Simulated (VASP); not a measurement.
# Be3ZnSe4 (Pmm2) in VASP: further runs

The runs below take Be3ZnSe4 through single point, with PBE.

Program: VASP 6.6.1. These are calculated values, not measurements. Logs are shortened: lines on timing, memory, paths and dates and some standing lists are left out, and cuts for length are marked.

## Step 1: The cell of the first run

The structure is orthorhombic, space group Pmm2 (No. 25). The conventional cell has a = 3.752 Å, b = 7.504 Å, c = 5.306 Å, α = 90.00°, β = 90.00°, γ = 90.00°. Within 3.0 Å of Be (site symmetry mm2) lie 4 Se at 2.30 Å. Be (site symmetry m) has 4 Se at 2.30 Å within 3.0 Å. Within 3.0 Å of Zn (site symmetry mm2) lie 4 Se at 2.30 Å. Se (site symmetry m) has 3 Be at 2.30 Å and 1 Zn at 2.30 Å within 3.0 Å. Se (site symmetry mm2) has 2 Zn at 2.30 Å and 2 Be at 2.30 Å within 3.0 Å. Within 3.0 Å of Se (site symmetry mm2) lie 4 Be at 2.30 Å.

## Step 2: Single point, PBE

INCAR reads:

```
ALGO = Normal
EDIFF = 1E-6
ENCUT = 520
GGA = PE
ISIF = 2
ISMEAR = 0
LASPH = True
LCHARG = False
LREAL = False
LWAVE = False
NBANDS = 31
NELM = 60
PREC = Accurate
SIGMA = 0.1
```

KPOINTS reads:

```
k-points
0
Gamma
  4 2 4
```

POSCAR reads:

```
Be3ZnSe4
1.0
    3.7521981900      0.0000000000      0.0000000000
    0.0000000000      7.5043963900      0.0000000000
    0.0000000000      0.0000000000      5.3064095700
Be Zn Se
3 1 4
Direct
    0.0000000000      0.5000000000      0.0000000000
    0.5000000000      0.7500000000      0.5000000000
    0.5000000000      0.2500000000      0.5000000000
    0.0000000000      0.0000000000      0.0000000000
    0.0000000000      0.2500000000      0.2500000000
    0.0000000000      0.7500000000      0.2500000000
    0.5000000000      0.0000000000      0.7500000000
    0.5000000000      0.5000000000      0.7500000000
```

Potentials or basis: VASP PAW PBE potentials, release 64 (Be, Zn, Se).

Started as:

```
cat potpaw_PBE.64/Be/POTCAR potpaw_PBE.64/Zn/POTCAR potpaw_PBE.64/Se/POTCAR > POTCAR
mpirun -np 1 vasp_std > vasp.out
```

OUTCAR:

```text
EDIFF = 1E-6
   ENCUT = 520
   GGA = PE
   ISIF = 2
   ISMEAR = 0
   LASPH = True
   LREAL = False
   NELM = 60
   PREC = Accurate

 ion  position               nearest neighbor table
   1  0.000  0.500  0.000-   8 2.30   8 2.30   5 2.30   6 2.30
   2  0.500  0.750  0.500-   6 2.30   6 2.30   8 2.30   7 2.30
   3  0.500  0.250  0.500-   5 2.30   5 2.30   8 2.30   7 2.30
   4  0.000  0.000  0.000-   7 2.30   7 2.30   5 2.30   6 2.30
   5  0.000  0.250  0.250-   3 2.30   3 2.30   4 2.30   1 2.30
   6  0.000  0.750  0.250-   2 2.30   2 2.30   4 2.30   1 2.30
   7  0.500  0.000  0.750-   4 2.30   4 2.30   2 2.30   3 2.30
   8  0.500  0.500  0.750-   1 2.30   1 2.30   3 2.30   2 2.30

  LATTYP: Found a simple orthorhombic cell.
 ALAT       =     3.7521981900
 B/A-ratio  =     1.4142135626
 C/A-ratio  =     2.0000000027

  Lattice vectors:

 A1 = (  -3.7521981900,   0.0000000000,   0.0000000000)
 A2 = (   0.0000000000,   0.0000000000,   5.3064095700)
 A3 = (   0.0000000000,   7.5043963900,   0.0000000000)

Analysis of symmetry for initial positions (statically):
=====================================================================
 Subroutine PRICEL returns:
 Original cell was already a primitive cell.

 Routine SETGRP: Setting up the symmetry group for a
 simple orthorhombic supercell.

 Subroutine GETGRP returns: Found  4 space group operations
 (whereof  4 operations were pure point group operations)
 out of a pool of  8 trial point group operations.

The static configuration has the point symmetry C_2v.

Analysis of symmetry for dynamics (positions and initial velocities):
=====================================================================
 Subroutine PRICEL returns:
 Original cell was already a primitive cell.

 Routine SETGRP: Setting up the symmetry group for a
 simple orthorhombic supercell.

 Subroutine GETGRP returns: Found  4 space group operations
 (whereof  4 operations were pure point group operations)
 out of a pool of  8 trial point group operations.

The dynamic configuration has the point symmetry C_2v.

 Subroutine INISYM returns: Found  4 space group operations
 (whereof  4 operations are pure point group operations),
 and found     1 'primitive' translations

----------------------------------------------------------------------------------------

                                     Primitive cell

  volume of cell :     149.4178

  direct lattice vectors                    reciprocal lattice vectors
     3.752198190  0.000000000  0.000000000     0.266510443  0.000000000  0.000000000
     0.000000000  7.504396390  0.000000000     0.000000000  0.133255221  0.000000000
     0.000000000  0.000000000  5.306409570     0.000000000  0.000000000  0.188451341

  length of vectors
     3.752198190  7.504396390  5.306409570     0.266510443  0.133255221  0.188451341

  position of ions in fractional coordinates (direct lattice)
     0.000000000  0.500000000  0.000000000
     0.500000000  0.750000000  0.500000000
     0.500000000  0.250000000  0.500000000
     0.000000000  0.000000000  0.000000000
     0.000000000  0.250000000  0.250000000
     0.000000000  0.750000000  0.250000000
     0.500000000  0.000000000  0.750000000
     0.500000000  0.500000000  0.750000000

  ion indices of the primitive-cell ions
   primitive index   ion index
                 1           1
                 2           2
                 3           3
                 4           4
                 5           5
                 6           6
                 7           7
                 8           8

----------------------------------------------------------------------------------------

 KPOINTS: k-points

Automatic generation of k-mesh.
 Grid dimensions read from file:
 generate k-points for:    4    2    4

 Generating k-lattice:

  Cartesian coordinates                     Fractional coordinates (reciprocal lattice)
     0.066627611  0.000000000  0.000000000     0.250000000  0.000000000  0.000000000
     0.000000000  0.066627611  0.000000000     0.000000000  0.500000000  0.000000000
     0.000000000  0.000000000  0.047112835     0.000000000  0.000000000  0.250000000

  Length of vectors
     0.066627611  0.066627611  0.047112835

  Shift w.r.t. Gamma in fractional coordinates (k-lattice)
     0.000000000  0.000000000  0.000000000

 Subroutine IBZKPT returns following result:
 ===========================================

 Found     18 irreducible k-points:

 Following reciprocal coordinates:
            Coordinates               Weight
  0.000000  0.000000  0.000000      1.000000
  0.250000  0.000000  0.000000      2.000000
  0.500000  0.000000  0.000000      1.000000
  0.000000  0.500000  0.000000      1.000000
  0.250000  0.500000  0.000000      2.000000
  0.500000  0.500000  0.000000      1.000000
[... 10 lines left out ...]
  0.250000  0.500000  0.500000      2.000000
  0.500000  0.500000  0.500000      1.000000
   k-points           NKPTS =     18   k-points in BZ     NKDIM =     18   number of bands    NBANDS=     31
   number of dos      NEDOS =    301   number of ions     NIONS =      8
   total plane-waves  NPLWV =  62720
   dimension x,y,z NGX =    28 NGY =   56 NGZ =   40
   dimension x,y,z NGXF=    56 NGYF=  112 NGZF=   80
   ions per type =               3   1   4
   NGX,Y,Z   is equivalent  to a cutoff of  12.41, 12.41, 12.53 a.u.
   NGXF,Y,Z  is equivalent  to a cutoff of  24.81, 24.81, 25.06 a.u.
 SYSTEM =  unknown system
   PREC   = accura    normal or accurate (medium, high low for compatibility)
   ISTART =      0    job   : 0-new  1-cont  2-samecut
   ICHARG =      2    charge: 1-file 2-atom 10-const
   ISPIN  =      1    spin polarized calculation?
   LNONCOLLINEAR =      F non collinear calculations
   LSORBIT =      F    spin-orbit coupling
   LASPH  =      T    aspherical Exc in radial PAW
   ENCUT  =  520.0 eV  38.22 Ry    6.18 a.u.   6.98 13.95  9.87*2*pi/ulx,y,z
   NELM   =     60;   NELMIN=  2; NELMDL= -5     # of ELM steps
   EDIFF  = 0.1E-05   stopping-criterion for ELM
   LREAL  =      F    real-space projection
[... 7 lines left out ...]
   TEBEG  =    0.0;   TEEND  =   0.0 temperature during run
   PSTRESS=    0.0 pullay stress
   NELECT =      42.0000    total number of electrons
   NUPDOWN=      -1.0000    fix difference up-down
   EMIN   =  10.00;   EMAX   =-10.00  energy-range for DOS
   EFERMI =   0.00;   METHOD = LEGACY
   ISMEAR =     0;   SIGMA  =   0.10  broadening in eV -4-tet -1-fermi 0-gaus
   EFERMI_NEDOS =   21; number of points for ismear=-14 and -15
   IALGO  =     38    algorithm
   IMIX   =      4    mixing-type and parameters
     AMIX     =   0.40;   BMIX     =  1.00
     AMIX_MAG =   1.60;   BMIX_MAG =  1.00
  volume/ion in A,a.u.               =      18.68       126.04
  Fermi-wavevector in a.u.,A,eV,Ry     =   1.072401  2.026544 15.647294  1.150044
  Thomas-Fermi vector in A             =   2.208170
   LORBIT       =      0    0 simple, 1 ext, 2 COOP (PROOUT), +10 PAW based schemes
   GGA     = PE    functional components
   LHFCALC =     F    Hartree Fock is set to
   AEXX    =    0.0000 exact exchange contribution
   IVDW    =     0    specifies the selected vdW correction
   LEPSILON=     F    determine dielectric tensor
   LRPA    =     F    only Hartree local field effects (RPA)
 non-spin polarized calculation
 Gauss-broadening in eV      SIGMA  =   0.10
  energy-cutoff  :      520.00
  volume of cell :      149.42
 maximum number of plane-waves:      4088
 NGX is ok and might be reduce to    28
   NGX = 13   NGY = 27   NGZ = 19

 number of electron      42.0000029 magnetization

 Free energy of the ion-electron system (eV)
  ---------------------------------------------------
  ext. energy  EPLUGINS =         0.00000000
  ---------------------------------------------------
  free energy    TOTEN  =       -31.85524782 eV

  energy without entropy =      -31.85524782  energy(sigma->0) =      -31.85524782

 E-fermi :   3.3346     XC(G=0):  -9.3532

 val. band max:        2.8430475003   @ k =   0.0000   0.0000   0.0000
 cond. band min:       5.4702496083   @ k =   0.0000   0.0000   0.0000
 fundamental gap:      2.6272021080
 Fermi energy:         3.3346069394

 k-point     1 :       0.0000    0.0000    0.0000
  band No.  band energies     occupation
      1     -10.8692      2.00000
      2      -9.7769      2.00000
      3      -9.7340      2.00000
      4      -9.2936      2.00000
      5      -3.9606      2.00000
      6      -3.9025      2.00000
[... 23 lines left out ...]
     30       9.4241      0.00000
     31       9.9404      0.00000

 k-point     2 :       0.2500    0.0000    0.0000
  band No.  band energies     occupation
      1     -10.5208      2.00000
      2      -9.5902      2.00000
      3      -9.5410      2.00000
      4      -9.2902      2.00000
      5      -3.9690      2.00000
      6      -3.8397      2.00000
[... 23 lines left out ...]
     30       9.2549      0.00000
     31       9.4831      0.00000

 k-point     3 :       0.5000    0.0000    0.0000
  band No.  band energies     occupation
      1      -9.7911      2.00000
      2      -9.7775      2.00000
      3      -9.3240      2.00000
      4      -9.2568      2.00000
      5      -3.8872      2.00000
      6      -3.8522      2.00000
[... 23 lines left out ...]
     30       9.9909      0.00000
     31      10.0863      0.00000

 k-point     4 :       0.0000    0.5000    0.0000
  band No.  band energies     occupation
      1     -10.6373      2.00000
      2     -10.3713      2.00000
      3      -9.4262      2.00000
      4      -9.2497      2.00000
      5      -3.9606      2.00000
      6      -3.8787      2.00000
[... 23 lines left out ...]
     30       9.2252      0.00000
     31       9.2533      0.00000

 k-point     5 :       0.2500    0.5000    0.0000
  band No.  band energies     occupation
      1     -10.3091      2.00000
      2     -10.0670      2.00000
      3      -9.3893      2.00000
      4      -9.2033      2.00000
      5      -3.9662      2.00000
      6      -3.8418      2.00000
[... 23 lines left out ...]
     30       9.9472      0.00000
     31      10.0390      0.00000
[... 338 lines left out ...]
     30       9.7168      0.00000
     31       9.9490      0.00000

 k-point    16 :       0.0000    0.5000    0.5000
  band No.  band energies     occupation
      1     -10.1843      2.00000
      2      -9.9594      2.00000
      3      -9.9276      2.00000
      4      -9.7736      2.00000
      5      -3.9758      2.00000
      6      -3.9649      2.00000
[... 23 lines left out ...]
     30       9.3656      0.00000
     31       9.3780      0.00000

 k-point    17 :       0.2500    0.5000    0.5000
  band No.  band energies     occupation
      1      -9.9497      2.00000
      2      -9.7685      2.00000
      3      -9.7266      2.00000
      4      -9.5658      2.00000
      5      -3.9451      2.00000
      6      -3.8438      2.00000
[... 23 lines left out ...]
     30       9.8359      0.00000
     31       9.9992      0.00000

 k-point    18 :       0.5000    0.5000    0.5000
  band No.  band energies     occupation
      1      -9.6826      2.00000
      2      -9.5555      2.00000
      3      -9.4993      2.00000
      4      -9.3296      2.00000
      5      -3.8001      2.00000
      6      -3.7997      2.00000
[... 23 lines left out ...]
     30      10.4725      0.00000
     31      10.4890      0.00000

------------------------ aborting loop because EDIFF is reached ----------------------------------------

  FORCE on cell =-STRESS in cart. coord.  units (eV):
  Direction    XX          YY          ZZ          XY          YZ          ZX
  --------------------------------------------------------------------------------------
  -------------------------------------------------------------------------------------
  Total        2.3324198      2.2958244      1.7214417      0.0000000      0.0000000      0.0000000
  in kB       25.0100753     24.6176696     18.4586785      0.0000000      0.0000000      0.0000000
  external PRESSURE =      22.6954745 kB  Pullay stress =       0.0000000 kB

 VOLUME and BASIS-vectors are now :
 -----------------------------------------------------------------------------
  energy-cutoff  :      520.00
  volume of cell :      149.42
      direct lattice vectors                 reciprocal lattice vectors
     3.752198190  0.000000000  0.000000000     0.266510443  0.000000000  0.000000000
     0.000000000  7.504396390  0.000000000     0.000000000  0.133255221  0.000000000
     0.000000000  0.000000000  5.306409570     0.000000000  0.000000000  0.188451341

 POSITION                                       TOTAL-FORCE (eV/Angst)
 -----------------------------------------------------------------------------------
      0.00000      3.75220      0.00000         0.000000     -0.000000      0.042782
      1.87610      5.62830      2.65320        -0.000000     -0.015443     -0.000418
      1.87610      1.87610      2.65320         0.000000      0.015443     -0.000418
      0.00000      0.00000      0.00000         0.000000     -0.000000     -0.028490
      0.00000      1.87610      1.32660        -0.000000      1.592448      1.116194
      0.00000      5.62830      1.32660         0.000000     -1.592448      1.116194
      1.87610      0.00000      3.97981         0.000000     -0.000000     -2.284858
      1.87610      3.75220      3.97981         0.000000     -0.000000      0.039016
 -----------------------------------------------------------------------------------
    total drift:                               -0.000000     -0.000000     -0.000122

  FREE ENERGIE OF THE ION-ELECTRON SYSTEM (eV)
  ---------------------------------------------------
  free  energy   TOTEN  =       -31.8552478189 eV

  energy  without entropy=      -31.8552478189  energy(sigma->0) =      -31.85524782
```

It took 2 min on 1 thread of Intel Xeon 8259CL, shared host; peak memory 0.27 GiB.

Results:

* Free energy: -31.8552 eV
* Pressure: 2.3 GPa
* Largest force: 2.285 eV/Å
* Band gap on the k mesh: 2.63 eV

Forces in eV/Å, atoms in the order of the input:
```
Be   0.000  0.000  0.043
Be   0.000 -0.015  0.000
Be   0.000  0.015  0.000
Zn   0.000  0.000 -0.028
Se   0.000  1.592  1.116
Se   0.000 -1.592  1.116
Se   0.000  0.000 -2.285
Se   0.000  0.000  0.039
```

Caveat: forces of over 1 eV/Å act on the atoms, so gaps and moduli don't describe the material at rest. A k mesh can miss the band edges.

## Step 3: Single point, PBE

This run uses another cell than the first one, of 18.81 Å³/atom.

INCAR reads:

```
PREC     = Accurate       # precision mode
ENCUT    = 520            # plane-wave cutoff, eV
EDIFF    = 1E-7           # SCF threshold, eV
ISMEAR   = 0              # smearing method
SIGMA    = 0.1            # smearing width, eV
LREAL    = False          # projectors in reciprocal space
LASPH    = True           # aspherical terms in the spheres
NELM     = 80             # most SCF steps
ALGO     = Normal         # electronic algorithm
ISIF     = 2              # what is computed and relaxed
LWAVE    = False          # write WAVECAR
LCHARG   = False          # write CHGCAR
GGA      = PE             # functional
NBANDS   = 31             # bands
```

KPOINTS reads:

```
regular mesh
0
Gamma
  4 2 4
```

POSCAR reads:

```
Be3ZnSe4
1.0
    3.7594419736      0.0000000000      0.0000000000
    0.0000000000      7.5514809097      0.0000000000
    0.0000000000      0.0000000000      5.3000301124
Be Zn Se
3 1 4
Direct
    0.0000000000      0.5000000000      0.0036988186
    0.5000000000      0.7399798922      0.5002084059
    0.5000000000      0.2600201078      0.5002084059
    0.0000000000      0.0000000000      0.0002223770
    0.0000000000      0.2666135920      0.2629084029
    0.0000000000      0.7333864080      0.2629084029
    0.5000000000      0.0000000000      0.7093643871
    0.5000000000      0.5000000000      0.7604807996
```

Potentials or basis: VASP PAW PBE potentials, release 64 (Be, Zn, Se).

Started as:

```
cat potpaw_PBE.64/Be/POTCAR potpaw_PBE.64/Zn/POTCAR potpaw_PBE.64/Se/POTCAR > POTCAR
mpirun -np 1 vasp_std > vasp.out
```

It took 3 min on 1 thread of Intel Xeon 8259CL, shared host; peak memory 0.27 GiB.

It converged, with:

```yaml
Free_energy: -32.3610 eV
Pressure: 0.2 GPa
Largest_force: 0.024 eV/Å
Band_gap_on_the_k_mesh: 2.50 eV
```

Forces in eV/Å, atoms in the order of the input:
```
Be   0.000  0.000 -0.011
Be   0.000  0.016  0.001
Be   0.000 -0.016  0.001
Zn   0.000  0.000  0.003
Se   0.000  0.018  0.014
Se   0.000 -0.018  0.014
Se   0.000  0.000 -0.024
Se   0.000  0.000  0.003
```

Levels at points of the mesh, in eV from the valence-band top:
```csv
k point,band 19,band 20,band 21,band 22,band 23,band 24
"(0.00, 0.00, 0.00)",-0.20,-0.13,0.00,2.50,3.01,3.81
"(0.50, 0.00, 0.00)",-2.35,-1.52,-0.93,2.60,2.66,3.27
"(0.00, 0.50, 0.00)",-1.09,-0.61,-0.03,3.29,3.79,4.29
"(0.50, 0.50, 0.00)",-2.32,-2.25,-1.89,3.76,3.88,3.99
"(0.00, 0.00, 0.50)",-1.06,-1.01,-0.53,3.17,3.39,3.78
"(0.50, 0.00, 0.50)",-1.10,-1.06,-0.86,3.18,3.68,5.48
"(0.00, 0.50, 0.50)",-1.42,-0.99,-0.59,3.98,3.98,4.35
"(0.50, 0.50, 0.50)",-1.79,-1.75,-1.74,4.48,4.97,5.12
```
